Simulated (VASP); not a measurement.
Set up this calculation in VASP 6.6.1, as the native input.

| Item | Value |
| --- | --- |
| Task | relaxation of cell and atoms |
| Functional | PBE |
| Potentials or basis | VASP PAW PBE potentials, release 64 (Sn_d, C) |
| Cutoff | 600 eV |
| k mesh | 12 × 12 × 12 |
| Occupations | gaussian, width 0.1 eV |
| Spin | no spin polarisation |
| Dipole correction | no |
| Further INCAR settings | ALGO = Normal; EDIFF = 1e-06; IBRION = 2; EDIFFG = -0.01; NSW = 100; ISIF = 3 |

The structure of Sn3C lies in POSCAR:

```
Sn3C
1.0
   -2.8425943115      2.8425943115      2.8425943115
    2.8425943115     -2.8425943115      2.8425943115
    2.8425943115      2.8425943115     -2.8425943115
Sn C
3 1
Direct
    0.0000000000      0.5000000000      0.5000000000
    0.5000000000      0.0000000000      0.5000000000
    0.5000000000      0.5000000000      0.0000000000
    0.0000000000      0.0000000000      0.0000000000
```

One way to write it, as run:

INCAR

```
PREC = Accurate
ENCUT = 600
EDIFF = 1E-6
ISMEAR = 0
SIGMA = 0.1
LREAL = False
LASPH = True
NELM = 80
ALGO = Normal
ISIF = 3
LWAVE = False
LCHARG = False
GGA = PE
IBRION = 2
NSW = 100
EDIFFG = -0.01
```

KPOINTS

```
regular mesh
0
Gamma
  12 12 12
```

Potentials or basis: VASP PAW PBE potentials, release 64 (Sn_d, C).

Launch:

```bash
$ cat potpaw_PBE.64/Sn_d/POTCAR potpaw_PBE.64/C/POTCAR > POTCAR
$ mpirun -np 1 vasp_std > vasp.out
```

Results of the run:

| Item | Value |
| --- | --- |
| Relaxed volume | 22.90 Å³/atom |
| Relaxed cell | a = 4.918 Å, b = 4.918 Å, c = 4.918 Å, α = 109.47°, β = 109.47°, γ = 109.47° |
| Space group after relaxing (to 0.05 Å) | Im-3m (No. 229) |
| Energy gained by relaxing | 0.0 meV/atom |
| Ionic steps | 3 |
| Pressure after relaxing | 0.0 GPa |
| Band gap on the k mesh | zero (band 23 reaches 7.91 eV, above the bottom of band 24 at 5.28 eV) |

Caveat: spin-orbit coupling is left out, which moves the levels of the heavy elements.

Run time: 3.1 min on 1 thread of Intel(R) Xeon(R) 6975P-C (Granite Rapids) (shared host), peak memory 0.37 GiB.
